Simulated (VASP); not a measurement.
Here is a VASP 6.6.1 calculation.

File INCAR:

```
SYSTEM = SnO2
ALGO = Normal
EDIFF = 1E-6
ENCUT = 520
GGA = PE
ISIF = 2
ISMEAR = 0
LASPH = .TRUE.
LCHARG = .TRUE.
LELF = .TRUE.
LREAL = .FALSE.
LVHAR = .TRUE.
LWAVE = .FALSE.
NBANDS = 35
NELM = 60
PREC = Accurate
SIGMA = 0.05
```

The input KPOINTS:

```
k-points
0
G
  10 10 10
  0 0 0
```

File POSCAR:

```
SnO2
1.0
   -2.0262505044      2.0262505044      5.1806864801
    2.0262505044     -2.0262505044      5.1806864801
    2.0262505044      2.0262505044     -5.1806864801
Sn O
2 4
Direct
    0.7500000000      0.2500000000      0.5000000000
    0.0000000000      0.0000000000      0.0000000000
    0.4955173609      0.7126672143     -0.2171498534
    0.9524019562      0.4524019562      0.5000000000
    0.2024019562      0.2024019562      0.0000000000
    0.5475980438      0.0475980438      0.5000000000
```

Potentials or basis: VASP PAW PBE potentials, release 64 (Sn_d, O).

The run is started by

```sh
$ cat potpaw_PBE.64/Sn_d/POTCAR potpaw_PBE.64/O/POTCAR > POTCAR
$ mpirun -np 1 vasp_std > vasp.out
```

Predict the band gap on the k mesh.

zero (bands 26 and 27 overlap by 0.25 eV).

Estimate the pressure.

0.5 GPa.

Estimate the largest force.

4.535 eV/Å.

Forces in eV/Å, atoms in the order of the input:
```
Sn   0.000 -0.962 -1.446
Sn   0.000 -0.248  1.612
O    0.000  3.400  3.001
O    0.000  0.054 -1.199
O    0.000 -2.410 -0.247
O    0.000  0.167 -1.721
```

Caveat: the cell differs from its parent crystal (atom 3 (O) moved by -0.880 Å along [0 1 0] and -0.880 Å along [0 0 1]); semilocal functionals underestimate gaps, and a narrow one can read as zero; spin-orbit coupling is left out, which moves the levels of the heavy elements; forces of over 1 eV/Å act on the atoms, so gaps and moduli don't describe the material at rest.
